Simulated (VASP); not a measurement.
# SnSe (I4/mmm) in VASP: a series of runs, part 2 of 3

VASP 6.6.1. Earlier steps stand in the parts before.

### 5 Single point, PBEsol

This run uses another cell than the first one, of the same volume but with other edges.

INCAR

```
SYSTEM = SnSe
PREC     = Accurate       ! precision mode
ENCUT    = 520            ! plane-wave cutoff, eV
EDIFF    = 1E-6           ! SCF threshold, eV
ISMEAR   = 0              ! smearing method
SIGMA    = 0.05           ! smearing width, eV
LREAL    = .False.        ! projectors in reciprocal space
LASPH    = .True.         ! aspherical terms in the spheres
NELM     = 60             ! most SCF steps
ALGO     = Normal         ! electronic algorithm
ISIF     = 2              ! what is computed and relaxed
LWAVE    = .False.        ! write WAVECAR
LCHARG   = .False.        ! write CHGCAR
GGA      = PS             ! functional
NBANDS   = 17             ! bands
```

KPOINTS

```
Automatic mesh
0
Gamma
  10 10 10
  0 0 0
```

POSCAR

```
SnSe
1.0
    0.0000000000      3.4317945782      2.2306664758
    3.4317945782      0.0000000000      2.2306664758
    3.4317945782      3.4317945782      0.0000000000
Sn Se
1 1
Direct
    0.0000000000      0.0000000000      0.0000000000
    0.5000000000      0.5000000000      0.5000000000
```

Potentials or basis: VASP PAW PBE potentials, release 64 (Sn_d, Se).

Started as:

```console
cat potpaw_PBE.64/Sn_d/POTCAR potpaw_PBE.64/Se/POTCAR > POTCAR
mpirun -np 1 vasp_std > vasp.out
```

OUTCAR:

```text
SYSTEM = SnSe
   PREC = Accurate
   ENCUT = 520
   EDIFF = 1E-6
   ISMEAR = 0
   LREAL = .False.
   LASPH = .True.
   NELM = 60
   ISIF = 2
   GGA = PS

 ion  position               nearest neighbor table
   1  0.000  0.000  0.000-   2 2.23   2 2.23
   2  0.500  0.500  0.500-   1 2.23   1 2.23

  LATTYP: Found a body centered tetragonal cell.
 ALAT       =     4.8532904358
 C/A-ratio  =     0.9192388155

  Lattice vectors:

 A1 = (   0.0000000000,  -3.4317945782,  -2.2306664758)
 A2 = (   0.0000000000,   3.4317945782,  -2.2306664758)
 A3 = (   3.4317945782,   0.0000000000,   2.2306664758)

Analysis of symmetry for initial positions (statically):
=====================================================================
 Subroutine PRICEL returns:
 Original cell was already a primitive cell.

 Routine SETGRP: Setting up the symmetry group for a
 body centered tetragonal supercell.

 Subroutine GETGRP returns: Found 16 space group operations
 (whereof 16 operations were pure point group operations)
 out of a pool of 16 trial point group operations.

The static configuration has the point symmetry D_4h.

Analysis of symmetry for dynamics (positions and initial velocities):
=====================================================================
 Subroutine PRICEL returns:
 Original cell was already a primitive cell.

 Routine SETGRP: Setting up the symmetry group for a
 body centered tetragonal supercell.

 Subroutine GETGRP returns: Found 16 space group operations
 (whereof 16 operations were pure point group operations)
 out of a pool of 16 trial point group operations.

The dynamic configuration has the point symmetry D_4h.

 Subroutine INISYM returns: Found 16 space group operations
 (whereof 16 operations are pure point group operations),
 and found     1 'primitive' translations

----------------------------------------------------------------------------------------

                                     Primitive cell

  volume of cell :      52.5421

  direct lattice vectors                    reciprocal lattice vectors
     0.000000000  3.431794578  2.230666476    -0.145696366  0.145696366  0.224148256
     3.431794578  0.000000000  2.230666476     0.145696366 -0.145696366  0.224148256
     3.431794578  3.431794578  0.000000000     0.145696366  0.145696366 -0.224148256

  length of vectors
     4.093053500  4.093053500  4.853290436     0.304462318  0.304462318  0.304462318

  position of ions in fractional coordinates (direct lattice)
     0.000000000  0.000000000  0.000000000
     0.500000000  0.500000000  0.500000000

  ion indices of the primitive-cell ions
   primitive index   ion index
                 1           1
                 2           2

----------------------------------------------------------------------------------------

 KPOINTS: Automatic mesh

Automatic generation of k-mesh.
 Grid dimensions read from file:
 generate k-points for:   10   10   10

 Generating k-lattice:

  Cartesian coordinates                     Fractional coordinates (reciprocal lattice)
    -0.014569637  0.014569637  0.022414826     0.100000000  0.000000000  0.000000000
     0.014569637 -0.014569637  0.022414826     0.000000000  0.100000000  0.000000000
     0.014569637  0.014569637 -0.022414826     0.000000000  0.000000000  0.100000000

  Length of vectors
     0.030446232  0.030446232  0.030446232

  Shift w.r.t. Gamma in fractional coordinates (k-lattice)
     0.000000000  0.000000000  0.000000000

 Subroutine IBZKPT returns following result:
 ===========================================

 Found    102 irreducible k-points:

 Following reciprocal coordinates:
            Coordinates               Weight
  0.000000  0.000000  0.000000      1.000000
  0.100000  0.000000  0.000000      8.000000
  0.200000  0.000000  0.000000      8.000000
  0.300000  0.000000  0.000000      8.000000
  0.400000  0.000000  0.000000      8.000000
  0.500000  0.000000  0.000000      4.000000
[... 16 lines left out ...]
  0.300000  0.300000  0.000000      2.000000
  0.400000  0.300000  0.000000      8.000000
 [... further k-points ...]
   k-points           NKPTS =    102   k-points in BZ     NKDIM =    102   number of bands    NBANDS=     17
   number of dos      NEDOS =    301   number of ions     NIONS =      2
   total plane-waves  NPLWV =  32400
   dimension x,y,z NGX =    30 NGY =   30 NGZ =   36
   dimension x,y,z NGXF=    60 NGYF=   60 NGZF=   72
   ions per type =               1   1
   NGX,Y,Z   is equivalent  to a cutoff of  12.18, 12.18, 12.33 a.u.
   NGXF,Y,Z  is equivalent  to a cutoff of  24.37, 24.37, 24.66 a.u.
 SYSTEM =  SnSe
   PREC   = accura    normal or accurate (medium, high low for compatibility)
   ISTART =      0    job   : 0-new  1-cont  2-samecut
   ICHARG =      2    charge: 1-file 2-atom 10-const
   ISPIN  =      1    spin polarized calculation?
   LNONCOLLINEAR =      F non collinear calculations
   LSORBIT =      F    spin-orbit coupling
   LASPH  =      T    aspherical Exc in radial PAW
   ENCUT  =  520.0 eV  38.22 Ry    6.18 a.u.   7.61  7.61  9.02*2*pi/ulx,y,z
   NELM   =     60;   NELMIN=  2; NELMDL= -5     # of ELM steps
   EDIFF  = 0.1E-05   stopping-criterion for ELM
   LREAL  =      F    real-space projection
   EDIFFG = 0.1E-04   stopping-criterion for IOM
   NSW    =      0    number of steps for IOM
   IBRION =     -1    ionic relax: 0-MD 1-quasi-New 2-CG
   NFREE  =      0    steps in history (QN), initial steepest desc. (CG)
   ISIF   =      2    stress and relaxation
   ISYM   =      2    0-nonsym 1-usesym 2-fastsym
   POTIM  = 0.5000    time-step for ionic-motion
   TEBEG  =    0.0;   TEEND  =   0.0 temperature during run
   PSTRESS=    0.0 pullay stress
   NELECT =      20.0000    total number of electrons
   NUPDOWN=      -1.0000    fix difference up-down
   EMIN   =  10.00;   EMAX   =-10.00  energy-range for DOS
   EFERMI =   0.00;   METHOD = LEGACY
   ISMEAR =     0;   SIGMA  =   0.05  broadening in eV -4-tet -1-fermi 0-gaus
   EFERMI_NEDOS =   21; number of points for ismear=-14 and -15
   IALGO  =     38    algorithm
   IMIX   =      4    mixing-type and parameters
     AMIX     =   0.40;   BMIX     =  1.00
     AMIX_MAG =   1.60;   BMIX_MAG =  1.00
  volume/ion in A,a.u.               =      26.27       177.29
  Fermi-wavevector in a.u.,A,eV,Ry     =   1.186449  2.242064 19.152396  1.407661
  Thomas-Fermi vector in A             =   2.322622
   LORBIT       =      0    0 simple, 1 ext, 2 COOP (PROOUT), +10 PAW based schemes
   GGA     = PS    functional components
   LHFCALC =     F    Hartree Fock is set to
   AEXX    =    0.0000 exact exchange contribution
   IVDW    =     0    specifies the selected vdW correction
   LEPSILON=     F    determine dielectric tensor
   LRPA    =     F    only Hartree local field effects (RPA)
 non-spin polarized calculation
 Gauss-broadening in eV      SIGMA  =   0.05
  energy-cutoff  :      520.00
  volume of cell :       52.54
 maximum number of plane-waves:      1428
   NGX = 15   NGY = 15   NGZ = 17

 number of electron      20.0000000 magnetization

 Free energy of the ion-electron system (eV)
  ---------------------------------------------------
  ext. energy  EPLUGINS =         0.00000000
  ---------------------------------------------------
  free energy    TOTEN  =        -5.56436248 eV

  energy without entropy =       -5.56188925  energy(sigma->0) =       -5.56312586

 E-fermi :   6.4028     XC(G=0):  -9.7461

 val. band max:        6.3980342118   @ k =   0.5000  -0.0000   0.1000
 cond. band min:       6.4141355533   @ k =  -0.4000   0.3000   0.2000
 fundamental gap:      0.0161013415
 Fermi energy:         6.4028017216

 k-point     1 :       0.0000    0.0000    0.0000
  band No.  band energies     occupation
      1     -16.4750      2.00000
      2     -15.9447      2.00000
      3     -15.9447      2.00000
      4     -15.8241      2.00000
      5     -15.8036      2.00000
      6      -9.2729      2.00000
[... 9 lines left out ...]
     16      11.7980      0.00000
     17      14.6788      0.00000
[... 441 lines left out ...]
 k-point    24 :       0.4000    0.3000    0.0000
  band No.  band energies     occupation
      1     -16.4225      2.00000
      2     -15.9356      2.00000
      3     -15.9356      2.00000
      4     -15.8158      2.00000
      5     -15.8008      2.00000
      6      -8.2514      2.00000
[... 9 lines left out ...]
     16      17.4041      0.00000
     17      18.5765      0.00000

 [... further k-points ...]

------------------------ aborting loop because EDIFF is reached ----------------------------------------

  FORCE on cell =-STRESS in cart. coord.  units (eV):
  Direction    XX          YY          ZZ          XY          YZ          ZX
  --------------------------------------------------------------------------------------
  -------------------------------------------------------------------------------------
  Total       -0.5681793     -0.5681793     28.8855297      0.0000000      0.0000000      0.0000000
  in kB      -17.3256202    -17.3256202    880.8129965      0.0000000      0.0000000      0.0000000
  external PRESSURE =     282.0539187 kB  Pullay stress =       0.0000000 kB

 VOLUME and BASIS-vectors are now :
 -----------------------------------------------------------------------------
  energy-cutoff  :      520.00
  volume of cell :       52.54
      direct lattice vectors                 reciprocal lattice vectors
     0.000000000  3.431794578  2.230666476    -0.145696366  0.145696366  0.224148256
     3.431794578  0.000000000  2.230666476     0.145696366 -0.145696366  0.224148256
     3.431794578  3.431794578  0.000000000     0.145696366  0.145696366 -0.224148256

 POSITION                                       TOTAL-FORCE (eV/Angst)
 -----------------------------------------------------------------------------------
      0.00000      0.00000      0.00000         0.000000      0.000000     -0.000000
      3.43179      3.43179      2.23067         0.000000      0.000000      0.000000
 -----------------------------------------------------------------------------------
    total drift:                               -0.000000      0.000000      0.000000

  FREE ENERGIE OF THE ION-ELECTRON SYSTEM (eV)
  ---------------------------------------------------
  free  energy   TOTEN  =        -5.5643624795 eV

  energy  without entropy=       -5.5618892493  energy(sigma->0) =       -5.56312586
```

Run time: 1.8 min. Hardware: 1 thread of Intel Xeon 8259CL, shared host; peak memory 0.24 GiB.

Results:

```yaml
Free_energy: -5.5644 eV
Pressure: 28.2 GPa
Band_gap_on_the_k_mesh: zero (bands 10 and 11 overlap by 1.67 eV)
```

Stress tensor (GPa, compression positive):
```
-1.73  0.00  0.00
 0.00 -1.73  0.00
 0.00  0.00 88.08
```

Caveat: the stress differs along the axes, from -2 to 88 GPa; the PAW data sets were made with another functional, which shifts forces and pressure a little; spin-orbit coupling is left out, which moves the levels of the heavy elements.

### 6 Single point, PBEsol

This run uses another cell than the first one, of the same volume but with other edges.

INCAR

```
SYSTEM = SnSe
PREC = Accurate
ENCUT = 520
EDIFF = 1E-6
ISMEAR = 0
SIGMA = 0.05
LREAL = .False.
LASPH = .True.
NELM = 100
ALGO = Normal
ISIF = 2
LWAVE = .False.
LCHARG = .False.
GGA = PS
NBANDS = 17
```

KPOINTS

```
regular mesh
0
Gamma
  10 10 10
  0 0 0
```

POSCAR

```
SnSe
1.0
    0.0000000000      2.5969404019      3.8954106028
    2.5969404019      0.0000000000      3.8954106028
    2.5969404019      2.5969404019      0.0000000000
Sn Se
1 1
Direct
    0.0000000000      0.0000000000      0.0000000000
    0.5000000000      0.5000000000      0.5000000000
```

Potentials or basis: VASP PAW PBE potentials, release 64 (Sn_d, Se).

Started as:

```console
cat potpaw_PBE.64/Sn_d/POTCAR potpaw_PBE.64/Se/POTCAR > POTCAR
mpirun -np 1 vasp_std > vasp.out
```

Wall time 1.8 min (1 thread of Intel Xeon 8259CL, shared host); peak memory 0.25 GiB.

The run converged. Its results:

| Item | Value |
| --- | --- |
| Free energy | -7.4847 eV |
| Pressure | 15.2 GPa |
| Band gap on the k mesh | zero (bands 10 and 11 overlap by 0.80 eV) |

Stress tensor (GPa, compression positive):
```
24.20  0.00  0.00
 0.00 24.20  0.00
 0.00  0.00 -2.65
```

Levels at points of the mesh, in eV from the Fermi level:
```csv
k point,band 7,band 8,band 9,band 10,band 11,band 12,band 13,band 14
"(0.00, 0.00, 0.00)",-4.45,-4.21,-4.21,-3.58,2.46,2.70,3.73,7.09
"(0.50, 0.00, 0.00)",-9.87,-3.32,-2.42,-1.05,1.03,1.64,1.81,7.04
"(0.50, 0.50, 0.00)",-6.12,-4.50,-4.44,-4.44,2.99,3.43,7.32,7.32
"(0.50, 0.00, 0.50)",-7.41,-7.08,-6.68,-2.99,1.57,2.56,6.75,6.91
```

Caveat: the stress differs along the axes, from -3 to 24 GPa; semilocal functionals underestimate gaps, and a narrow one can read as zero; the PAW data sets were made with another functional, which shifts forces and pressure a little; spin-orbit coupling is left out, which moves the levels of the heavy elements.

(Part 2 of 3 ends here.)

The gap in the log of VASP goes by the Fermi energy; the results here count the filled bands.